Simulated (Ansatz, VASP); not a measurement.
Two plane-wave programs on Al

The input INCAR:

```
SYSTEM = Al
PREC     = Accurate       ! precision mode
ENCUT    = 520            ! plane-wave cutoff, eV
EDIFF    = 1E-7           ! SCF threshold, eV
ISMEAR   = 0              ! smearing method
SIGMA    = 0.15           ! smearing width, eV
LREAL    = .False.        ! projectors in reciprocal space
LASPH    = .True.         ! aspherical terms in the spheres
NELM     = 80             ! most SCF steps
ALGO     = Fast           ! electronic algorithm
ISIF     = 2              ! what is computed and relaxed
LWAVE    = .False.        ! write WAVECAR
LCHARG   = .False.        ! write CHGCAR
GGA      = PS             ! functional
NBANDS   = 10             ! bands
```

The input KPOINTS:

```
Automatic mesh
0
Gamma
  18 18 10
  0 0 0
```

Contents of POSCAR:

```
Al
1.0
    3.0093000000      0.0000000000      0.0000000000
   -1.5046500000      2.6061302476      0.0000000000
    0.0000000000      0.0000000000      4.9351000000
Al
2
Direct
    0.6666666667      0.3333333333      0.7500000000
    0.3333333333      0.6666666667      0.2500000000
```

Input for Ansatz:

```yaml
crystal:
  lattice:
    - [3.0093, 0.0, 0.0]
    - [-1.50465, 2.6061302476, 0.0]
    - [0.0, 0.0, 4.9351]
  atoms:
    - { symbol: Al, position: [0.6666666667, 0.3333333333, 0.75] }
    - { symbol: Al, position: [0.3333333333, 0.6666666667, 0.25] }
basis:
  ecutwfc: 420
kpoints:
  mp_grid: { grid: [18, 18, 10] }
hamiltonian:
  xc: pbesol
  pseudopotentials: { kind: paw, azcp: { folder: soft_1 } }
scf:
  occupations: { method: gaussian, width: 0.15 }
output:
  forces: true
  stress: true
  eigenvalues: true
```

Alike in both runs: task single point; functional PBEsol; k mesh 18 × 18 × 10; occupations gaussian, width 0.15 eV; no spin polarisation.

|  | VASP | Ansatz |
| --- | --- | --- |
| version | VASP 6.6.1 | Ansatz 0.2.0 |
| potentials or method | VASP PAW PBE potentials, release 64 (Al), cutoff 520 eV | scalar-relativistic, plane waves, PAW |
| valence electrons in the cell | 6 | 6 |

|  | VASP | Ansatz | Ansatz less VASP |
| --- | --- | --- | --- |
| gap on the k mesh at the Fermi level (eV) | none | none | - |
| pressure (GPa) | -9.1 | -9.1 | -0.03 |

VASP's potentials were made for PBE, not for PBEsol, and Ansatz warns of the same on its side. A gap of «none» marks a metal or a gap that the smearing closes. The functional is the same, so the differences come from potentials, cutoffs and numerics.
